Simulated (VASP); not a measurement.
# Co (Fd-3m) in VASP: a series of runs

Runs on Co. Level: LDA. Tasks: single point.

Everything below comes from runs of VASP 6.6.1. Logs are shortened: lines on timing, memory, paths and dates and some standing lists are left out, and cuts for length are marked.

## Step 1: The cell of the first run

The structure is cubic, space group Fd-3m (No. 227). Conventional cell: a = 6.166 Å, b = 6.166 Å, c = 6.166 Å, α = 90.00°, β = 90.00°, γ = 90.00°. Within 3.4 Å of Co (site symmetry -43m) lie 16 Co at 2.56 to 2.67 Å. Within 2.9 Å of Co (site symmetry -3m) lie 12 Co at 2.18 to 2.56 Å.

This isn't the form of Co at room conditions, which is hcp.

## Step 2: Single point, LDA, collinear spin, ferromagnetic start

File INCAR:

```
  PREC = Accurate
  ENCUT = 600
  EDIFF = 1E-6
  ISMEAR = -1
  SIGMA = 0.15
  LREAL = False
  LASPH = True
  NELM = 200
  ALGO = Normal
  ISIF = 2
  LWAVE = False
  LCHARG = False
  ISPIN = 2
  MAGMOM = 1.8 1.8 1.8 1.8 1.8 1.8
  LORBIT = 11
  LMAXMIX = 4
  GGA = CA
  NBANDS = 40
  GGA_COMPAT = False
```

File KPOINTS:

```
Automatic mesh
0
Gamma
  6 6 6
```

File POSCAR:

```
Co
1.0
    0.0000000000      3.0831560177      3.0831560177
    3.0831560177      0.0000000000      3.0831560177
    3.0831560177      3.0831560177      0.0000000000
Co
6
Direct
    0.2500000000      0.2500000000      0.2500000000
    0.0000000000      0.0000000000      0.0000000000
    0.6250000000      0.6250000000      0.1250000000
    0.6250000000      0.1250000000      0.6250000000
    0.1250000000      0.6250000000      0.6250000000
    0.6250000000      0.6250000000      0.6250000000
```

Potentials or basis: VASP PAW LDA potentials, release 64 (Co).

Run with:

```bash
> cat potpaw_LDA.64/Co/POTCAR > POTCAR
> mpirun -np 1 vasp_std > vasp.out
```

OUTCAR:

```text
PREC = Accurate
   ENCUT = 600
   EDIFF = 1E-6
   ISMEAR = -1
   LREAL = False
   LASPH = True
   NELM = 200
   ISIF = 2
   ISPIN = 2
   LORBIT = 11
   GGA = CA

 ion  position               nearest neighbor table
   1  0.250  0.250  0.250-   4 2.56   5 2.56   3 2.56   4 2.56   5 2.56   6 2.56   3 2.56   5 2.56
                             6 2.56   3 2.56   4 2.56   6 2.56   2 2.67   2 2.67   2 2.67   2 2.67
   2  0.000  0.000  0.000-   4 2.56   5 2.56   6 2.56   3 2.56   5 2.56   6 2.56   4 2.56   5 2.56
                             6 2.56   3 2.56   3 2.56   4 2.56   1 2.67   1 2.67   1 2.67   1 2.67
   3  0.625  0.625  0.125-   6 2.18   4 2.18   5 2.18   6 2.18   4 2.18   5 2.18   1 2.56   2 2.56
                             2 2.56   1 2.56   2 2.56   1 2.56
   4  0.625  0.125  0.625-   6 2.18   3 2.18   3 2.18   5 2.18   6 2.18   5 2.18   1 2.56   2 2.56
                             2 2.56   1 2.56   2 2.56   1 2.56
   5  0.125  0.625  0.625-   6 2.18   3 2.18   4 2.18   3 2.18   4 2.18   6 2.18   1 2.56   2 2.56
                             1 2.56   2 2.56   1 2.56   2 2.56
   6  0.625  0.625  0.625-   3 2.18   4 2.18   5 2.18   3 2.18   4 2.18   5 2.18   2 2.56   1 2.56
                             2 2.56   1 2.56   2 2.56   1 2.56

  LATTYP: Found a face centered cubic cell.
 ALAT       =     6.1663120354

  Lattice vectors:

 A1 = (   0.0000000000,   3.0831560177,   3.0831560177)
 A2 = (   3.0831560177,   0.0000000000,   3.0831560177)
 A3 = (   3.0831560177,   3.0831560177,   0.0000000000)

Analysis of symmetry for initial positions (statically):
=====================================================================
 Subroutine PRICEL returns:
 Original cell was already a primitive cell.

 Routine SETGRP: Setting up the symmetry group for a
 face centered cubic supercell.

 Subroutine GETGRP returns: Found 48 space group operations
 (whereof 24 operations were pure point group operations)
 out of a pool of 48 trial point group operations.

The static configuration has the point symmetry T_d .
 The point group associated with its full space group is O_h .

Analysis of symmetry for dynamics (positions and initial velocities):
=====================================================================
 Subroutine PRICEL returns:
 Original cell was already a primitive cell.

 Routine SETGRP: Setting up the symmetry group for a
 face centered cubic supercell.

 Subroutine GETGRP returns: Found 48 space group operations
 (whereof 24 operations were pure point group operations)
 out of a pool of 48 trial point group operations.

The dynamic configuration has the point symmetry T_d .
 The point group associated with its full space group is O_h .

Analysis of structural, dynamic, and magnetic symmetry:
=====================================================================
 Subroutine PRICEL returns:
 Original cell was already a primitive cell.

 Routine SETGRP: Setting up the symmetry group for a
 face centered cubic supercell.

 Subroutine GETGRP returns: Found 48 space group operations
 (whereof 24 operations were pure point group operations)
 out of a pool of 48 trial point group operations.

The overall configuration has the point symmetry T_d .
 The point group associated with its full space group is O_h .

 Subroutine INISYM returns: Found 48 space group operations
 (whereof 24 operations are pure point group operations),
 and found     1 'primitive' translations

----------------------------------------------------------------------------------------

                                     Primitive cell

  volume of cell :      58.6160

  direct lattice vectors                    reciprocal lattice vectors
     0.000000000  3.083156018  3.083156018    -0.162171488  0.162171488  0.162171488
     3.083156018  0.000000000  3.083156018     0.162171488 -0.162171488  0.162171488
     3.083156018  3.083156018  0.000000000     0.162171488  0.162171488 -0.162171488

  length of vectors
     4.360241055  4.360241055  4.360241055     0.280889257  0.280889257  0.280889257

  position of ions in fractional coordinates (direct lattice)
     0.250000000  0.250000000  0.250000000
     0.000000000  0.000000000  0.000000000
     0.625000000  0.625000000  0.125000000
     0.625000000  0.125000000  0.625000000
     0.125000000  0.625000000  0.625000000
     0.625000000  0.625000000  0.625000000

  ion indices of the primitive-cell ions
   primitive index   ion index
                 1           1
                 2           2
                 3           3
                 4           4
                 5           5
                 6           6

----------------------------------------------------------------------------------------

 KPOINTS: Automatic mesh

Automatic generation of k-mesh.
 Grid dimensions read from file:
 generate k-points for:    6    6    6

 Generating k-lattice:

  Cartesian coordinates                     Fractional coordinates (reciprocal lattice)
    -0.027028581  0.027028581  0.027028581     0.166666667  0.000000000  0.000000000
     0.027028581 -0.027028581  0.027028581     0.000000000  0.166666667  0.000000000
     0.027028581  0.027028581 -0.027028581     0.000000000  0.000000000  0.166666667

  Length of vectors
     0.046814876  0.046814876  0.046814876

  Shift w.r.t. Gamma in fractional coordinates (k-lattice)
     0.000000000  0.000000000  0.000000000

 Subroutine IBZKPT returns following result:
 ===========================================

 Found     16 irreducible k-points:

 Following reciprocal coordinates:
            Coordinates               Weight
  0.000000  0.000000  0.000000      1.000000
  0.166667  0.000000  0.000000      8.000000
  0.333333  0.000000  0.000000      8.000000
  0.500000  0.000000  0.000000      4.000000
  0.166667  0.166667  0.000000      6.000000
  0.333333  0.166667  0.000000     24.000000
[... 8 lines left out ...]
 -0.333333  0.333333  0.166667     24.000000
 -0.333333  0.500000  0.166667     12.000000
   k-points           NKPTS =     16   k-points in BZ     NKDIM =     16   number of bands    NBANDS=     40
   number of dos      NEDOS =    301   number of ions     NIONS =      6
   total plane-waves  NPLWV =  46656
   dimension x,y,z NGX =    36 NGY =   36 NGZ =   36
   dimension x,y,z NGXF=    72 NGYF=   72 NGZF=   72
   ions per type =               6
   NGX,Y,Z   is equivalent  to a cutoff of  13.73, 13.73, 13.73 a.u.
   NGXF,Y,Z  is equivalent  to a cutoff of  27.45, 27.45, 27.45 a.u.
 SYSTEM =  unknown system
   PREC   = accura    normal or accurate (medium, high low for compatibility)
   ISTART =      0    job   : 0-new  1-cont  2-samecut
   ICHARG =      2    charge: 1-file 2-atom 10-const
   ISPIN  =      2    spin polarized calculation?
   LNONCOLLINEAR =      F non collinear calculations
   LSORBIT =      F    spin-orbit coupling
   LASPH  =      T    aspherical Exc in radial PAW
   ENCUT  =  600.0 eV  44.10 Ry    6.64 a.u.   8.71  8.71  8.71*2*pi/ulx,y,z
   NELM   =    200;   NELMIN=  2; NELMDL= -5     # of ELM steps
   EDIFF  = 0.1E-05   stopping-criterion for ELM
   LREAL  =      F    real-space projection
   EDIFFG = 0.1E-04   stopping-criterion for IOM
   NSW    =      0    number of steps for IOM
   IBRION =     -1    ionic relax: 0-MD 1-quasi-New 2-CG
   NFREE  =      0    steps in history (QN), initial steepest desc. (CG)
   ISIF   =      2    stress and relaxation
   ISYM   =      2    0-nonsym 1-usesym 2-fastsym
   POTIM  = 0.5000    time-step for ionic-motion
   TEBEG  =    0.0;   TEEND  =   0.0 temperature during run
   PSTRESS=    0.0 pullay stress
   NELECT =      54.0000    total number of electrons
   NUPDOWN=      -1.0000    fix difference up-down
   EMIN   =  10.00;   EMAX   =-10.00  energy-range for DOS
   EFERMI =   0.00;   METHOD = LEGACY
   ISMEAR =    -1;   SIGMA  =   0.15  broadening in eV -4-tet -1-fermi 0-gaus
   EFERMI_NEDOS =   21; number of points for ismear=-14 and -15
   IALGO  =     38    algorithm
   IMIX   =      4    mixing-type and parameters
     AMIX     =   0.40;   BMIX     =  1.00
     AMIX_MAG =   1.60;   BMIX_MAG =  1.00
  volume/ion in A,a.u.               =       9.77        65.93
  Fermi-wavevector in a.u.,A,eV,Ry     =   1.592944  3.010228 34.524395  2.537471
  Thomas-Fermi vector in A             =   2.691251
   LORBIT       =     11    0 simple, 1 ext, 2 COOP (PROOUT), +10 PAW based schemes
   GGA     = CA    functional components
   LHFCALC =     F    Hartree Fock is set to
   AEXX    =    0.0000 exact exchange contribution
   IVDW    =     0    specifies the selected vdW correction
   LEPSILON=     F    determine dielectric tensor
   LRPA    =     F    only Hartree local field effects (RPA)
 spin polarized calculation
  energy-cutoff  :      600.00
  volume of cell :       58.62
 maximum number of plane-waves:      1980
   NGX = 17   NGY = 17   NGZ = 17

 number of electron      54.0000000 magnetization      10.8000000

 number of electron      54.0000025 magnetization       7.9829238

 Free energy of the ion-electron system (eV)
  ---------------------------------------------------
  ext. energy  EPLUGINS =         0.00000000
  ---------------------------------------------------
  free energy    TOTEN  =       -47.33387951 eV

  energy without entropy =      -46.70538187  energy(sigma->0) =      -47.01963069

 E-fermi :  11.7584     XC(G=0): -14.3265

 val. band max:       11.7578658122   @ k =   0.3333   0.1667   0.0000
 cond. band min:      11.7601346515   @ k =   0.0000   0.0000   0.0000
 fundamental gap:      0.0022688393
 Fermi energy:        11.7584339587

 spin component 1

 k-point     1 :       0.0000    0.0000    0.0000
  band No.  band energies     occupation
      1       1.9540      1.00000
      2       4.7228      1.00000
      3       6.1733      1.00000
      4       6.1733      1.00000
      5       6.1733      1.00000
      6       6.9804      1.00000
[... 31 lines left out ...]
     38      19.3114      0.00000
     39      20.2021      0.00000

 k-point     2 :       0.1667    0.0000    0.0000
  band No.  band energies     occupation
      1       2.3123      1.00000
      2       4.9020      1.00000
      3       6.2164      1.00000
      4       6.2810      1.00000
      5       6.2810      1.00000
      6       6.7875      1.00000
[... 580 lines left out ...]
 k-point    16 :      -0.3333    0.5000    0.1667
  band No.  band energies     occupation
      1       5.6138      1.00000
      2       5.6138      1.00000
      3       6.1978      1.00000
      4       6.1978      1.00000
      5       7.0806      1.00000
      6       7.0806      1.00000
[... 31 lines left out ...]
     38      21.1250      0.00000
     39      25.2660      0.00000
 Fermi energy:        11.7584339587

 spin component 2

 k-point     1 :       0.0000    0.0000    0.0000
  band No.  band energies     occupation
      1       2.1549      1.00000
      2       5.5307      1.00000
      3       7.0080      1.00000
      4       7.0080      1.00000
      5       7.0080      1.00000
      6       7.8257      1.00000
[... 31 lines left out ...]
     38      20.0314      0.00000
     39      20.8249      0.00000

 k-point     2 :       0.1667    0.0000    0.0000
  band No.  band energies     occupation
      1       2.5159      1.00000
      2       5.7038      1.00000
      3       7.0448      1.00000
      4       7.1067      1.00000
      5       7.1067      1.00000
      6       7.5840      1.00000
[... 580 lines left out ...]
 k-point    16 :      -0.3333    0.5000    0.1667
  band No.  band energies     occupation
      1       6.0169      1.00000
      2       6.0169      1.00000
      3       6.7600      1.00000
      4       6.7600      1.00000
      5       8.0497      1.00000
      6       8.0497      1.00000
[... 31 lines left out ...]
     38      21.7587      0.00000
     39      25.7370      0.00000
 [bands above 39 left out]

------------------------ aborting loop because EDIFF is reached ----------------------------------------

  FORCE on cell =-STRESS in cart. coord.  units (eV):
  Direction    XX          YY          ZZ          XY          YZ          ZX
  --------------------------------------------------------------------------------------
  -------------------------------------------------------------------------------------
  Total        6.9031252      6.9031252      6.9031252      0.0000000      0.0000000      0.0000000
  in kB      188.6860673    188.6860673    188.6860673      0.0000000      0.0000000      0.0000000
  external PRESSURE =     188.6860673 kB  Pullay stress =       0.0000000 kB

 VOLUME and BASIS-vectors are now :
 -----------------------------------------------------------------------------
  energy-cutoff  :      600.00
  volume of cell :       58.62
      direct lattice vectors                 reciprocal lattice vectors
     0.000000000  3.083156018  3.083156018    -0.162171488  0.162171488  0.162171488
     3.083156018  0.000000000  3.083156018     0.162171488 -0.162171488  0.162171488
     3.083156018  3.083156018  0.000000000     0.162171488  0.162171488 -0.162171488

 POSITION                                       TOTAL-FORCE (eV/Angst)
 -----------------------------------------------------------------------------------
      1.54158      1.54158      1.54158        -0.000000      0.000000      0.000000
      0.00000      0.00000      0.00000         0.000000     -0.000000     -0.000000
      2.31237      2.31237      3.85395        -0.000000      0.000000      0.000000
      2.31237      3.85395      2.31237        -0.000000     -0.000000      0.000000
      3.85395      2.31237      2.31237        -0.000000     -0.000000      0.000000
      3.85395      3.85395      3.85395        -0.000000      0.000000      0.000000
 -----------------------------------------------------------------------------------
    total drift:                                0.000000      0.000000      0.000000

  FREE ENERGIE OF THE ION-ELECTRON SYSTEM (eV)
  ---------------------------------------------------
  free  energy   TOTEN  =       -47.3338795148 eV

  energy  without entropy=      -46.7053818741  energy(sigma->0) =      -47.01963069

 total charge

# of ion       s       p       d       tot
------------------------------------------
    1        0.442   0.506   7.280   8.228
    2        0.442   0.506   7.280   8.228
    3        0.601   0.698   7.467   8.766
    4        0.601   0.698   7.467   8.766
    5        0.601   0.698   7.467   8.766
    6        0.601   0.698   7.467   8.766
--------------------------------------------------
tot          3.289   3.803  44.427  51.520

 magnetization (x)

# of ion       s       p       d       tot
------------------------------------------
    1       -0.007  -0.024   1.605   1.574
    2       -0.007  -0.024   1.605   1.574
    3       -0.008  -0.033   1.233   1.192
    4       -0.008  -0.033   1.233   1.192
    5       -0.008  -0.033   1.233   1.192
    6       -0.008  -0.033   1.233   1.192
--------------------------------------------------
tot         -0.046  -0.182   8.142   7.914
```

It took 84 s on 1 thread of AMD EPYC 9R45 (Zen 5), shared host; peak memory 0.18 GiB.

Results:

* Free energy: -47.3339 eV
* Pressure: 18.9 GPa
* Band gap on the k mesh: zero (filled and empty bands overlap)
* Net moment: 7.98 μB per cell
* Site moments: Co +1.57, +1.19 (each value once) μB
* Valence electrons inside the program's atomic spheres: Co 8.23, 8.77 (each value once)

Caveat: the cell stands under pressure.

## Step 3: Single point, LDA, collinear spin, ferromagnetic start

This run uses another cell than the first one, of 10.21 Å³/atom.

File INCAR:

```
ALGO = Normal ; EDIFF = 1E-6
ENCUT = 600 ; GGA = CA
GGA_COMPAT = F ; ISIF = 2
ISMEAR = -1 ; ISPIN = 2
LASPH = T ; LCHARG = F
LMAXMIX = 4 ; LORBIT = 11
LREAL = F ; LWAVE = F
MAGMOM = 1.8 1.8 1.8 1.8 1.8 1.8 ; NBANDS = 40
NELM = 200 ; PREC = Accurate
SIGMA = 0.15
```

File KPOINTS:

```
k-points
0
Gamma
  6 6 6
```

POSCAR, as its differences from that of step 2:

```diff
@@ -2,5 +2,5 @@
 1.0
-    0.0000000000      3.0831560177      3.0831560177
-    3.0831560177      0.0000000000      3.0831560177
-    3.0831560177      3.0831560177      0.0000000000
+    0.0000000000      3.1291800570      3.1291800570
+    3.1291800570      0.0000000000      3.1291800570
+    3.1291800570      3.1291800570      0.0000000000
 Co
```

Potentials or basis: VASP PAW LDA potentials, release 64 (Co).

Run with:

```bash
> cat potpaw_LDA.64/Co/POTCAR > POTCAR
> mpirun -np 1 vasp_std > vasp.out
```

Run time: 92 s. Hardware: 1 thread of AMD EPYC 9R45 (Zen 5), shared host; peak memory 0.19 GiB.

Results (log left out):

| Quantity | Value |
| --- | --- |
| Free energy | -47.5383 eV |
| Pressure | 5.9 GPa |
| Net moment | 8.35 μB per cell |
| Site moments | Co +1.61, +1.27 (each value once) μB |
| Valence electrons inside the program's atomic spheres | Co 8.15, 8.65 (each value once) |

Levels at points of the mesh, in eV from the Fermi level:
Spin up:
```tsv
k point	band 27	band 28	band 29	band 30	band 31	band 32	band 33	band 34	band 35	band 36
(0.00, 0.00, 0.00)	-0.61	-0.61	0.39	0.39	0.39	1.47	3.18	3.18	3.18	7.23
(0.50, 0.00, 0.00)	-1.18	-0.85	-0.85	-0.56	-0.56	0.39	2.45	2.73	2.73	6.16
(0.50, 0.50, 0.00)	-1.06	-1.06	-0.98	-0.98	-0.80	-0.80	1.82	1.82	2.65	2.65
```
Spin down:
```
           k point  band 19  band 20  band 21  band 22  band 23  band 24  band 25  band 26
(0.00, 0.00, 0.00)    -0.67    -0.67     0.04     0.04     0.04     0.52     0.52     0.52
(0.50, 0.00, 0.00)    -0.71    -0.71    -0.38    -0.38    -0.33    -0.03     0.11     0.18
(0.50, 0.50, 0.00)    -0.58    -0.58    -0.32    -0.32    -0.24    -0.24     0.37     0.37
```

Caveat: the cell stands under pressure.
